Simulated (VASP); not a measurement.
Here is a VASP 6.6.1 calculation.

File INCAR:

```
SYSTEM = ZnS
ALGO     = Normal         ! electronic algorithm
EDIFF    = 1E-7           ! SCF threshold, eV
ENCUT    = 520            ! plane-wave cutoff, eV
GGA      = PE             ! functional
ISIF     = 2              ! what is computed and relaxed
ISMEAR   = 0              ! smearing method
LASPH    = .True.         ! aspherical terms in the spheres
LCHARG   = .True.         ! write CHGCAR
LELF     = .True.         ! ELF
LREAL    = .False.        ! projectors in reciprocal space
LVHAR    = .True.       
LWAVE    = .False.        ! write WAVECAR
NBANDS   = 66             ! bands
NELM     = 80             ! most SCF steps
PREC     = Accurate       ! precision mode
SIGMA    = 0.02           ! smearing width, eV
```

Contents of KPOINTS:

```
k-points
0
Gamma
  12 12 2
  0 0 0
```

POSCAR

```
ZnS
1.0
    3.9712071844      0.0000000000      0.0000000000
   -1.9856035922      3.4391663054      0.0000000000
    0.0000000000      0.0000000000     19.4823732587
Zn S
6 6
Direct
    0.0000000000      0.0000000000      0.0000297395
    0.0000000000      0.0000000000      0.5000297395
    0.3333333333      0.6666666667      0.1667881137
    0.6666666667      0.3333333333      0.6667881137
    0.6666666667      0.3333333333      0.3332709664
    0.3333333333      0.6666666667      0.8332709664
    0.0000000000      0.0000000000      0.1251143272
    0.0000000000      0.0000000000      0.6251143272
    0.3333333333      0.6666666667      0.2916430245
    0.6666666667      0.3333333333      0.7916430245
    0.6666666667      0.3333333333      0.4581538287
    0.3333333333      0.6666666667      0.9581538287
```

Potentials or basis: VASP PAW PBE potentials, release 64 (Zn, S).

The run is started by

```bash
$ cat potpaw_PBE.64/Zn/POTCAR potpaw_PBE.64/S/POTCAR > POTCAR
$ mpirun -np 1 vasp_std > vasp.out
```

Problem. What does it give for the band gap on the k mesh?

Solution. 1.64 eV.

Problem. Predict the pressure.

Solution. -5.2 GPa.

Forces in eV/Å, atoms in the order of the input:
```
Zn   0.000  0.000 -0.006
Zn   0.000  0.000 -0.006
Zn   0.000  0.000 -0.009
Zn   0.000  0.000 -0.009
Zn   0.000  0.000 -0.002
Zn   0.000  0.000 -0.002
S    0.000  0.000  0.007
S    0.000  0.000  0.007
S    0.000  0.000  0.003
S    0.000  0.000  0.003
S    0.000  0.000  0.007
S    0.000  0.000  0.007
```

Caveat: the cell stands under tension. A k mesh can miss the band edges.
